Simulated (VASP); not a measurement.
YIn, 2 atoms in the cell. The structure is tetragonal, space group P4/mmm (No. 123). The conventional cell has a = 3.225 Å, b = 3.225 Å, c = 4.895 Å, α = 90.00°, β = 90.00°, γ = 90.00°. Within 4.2 Å of Y (site symmetry 4/mmm) lie 4 Y at 3.23 Å and 8 In at 3.35 Å. In (site symmetry 4/mmm) has 4 In at 3.23 Å and 8 Y at 3.35 Å within 4.2 Å. 

| Quantity | Value |
| --- | --- |
| Program | VASP 6.6.1 |
| Task | single point |
| Functional | PBEsol |
| Potentials or basis | VASP PAW PBE potentials, release 64 (Y_sv, In_d) |
| Cutoff | 520 eV |
| k mesh | 14 × 14 × 14 |
| Occupations | gaussian, width 0.15 eV |
| Spin | no spin polarisation |
| Dipole correction | no |
| Further INCAR settings | ALGO = Fast; EDIFF = 1e-07; NBANDS = 19 |

Potentials or basis: VASP PAW PBE potentials, release 64 (Y_sv, In_d).

Launch:

```bash
$ cat potpaw_PBE.64/Y_sv/POTCAR potpaw_PBE.64/In_d/POTCAR > POTCAR
$ mpirun -np 1 vasp_std > vasp.out
```

Hardware: 1 thread of Intel Xeon 8259CL, with other jobs on the host.

Question: Estimate the wall time of this run.

Answer: Run time: 11 min on 1 thread of Intel Xeon 8259CL, on a shared host, peak memory 0.42 GiB. Counts: scf iterations 31, k points 288.
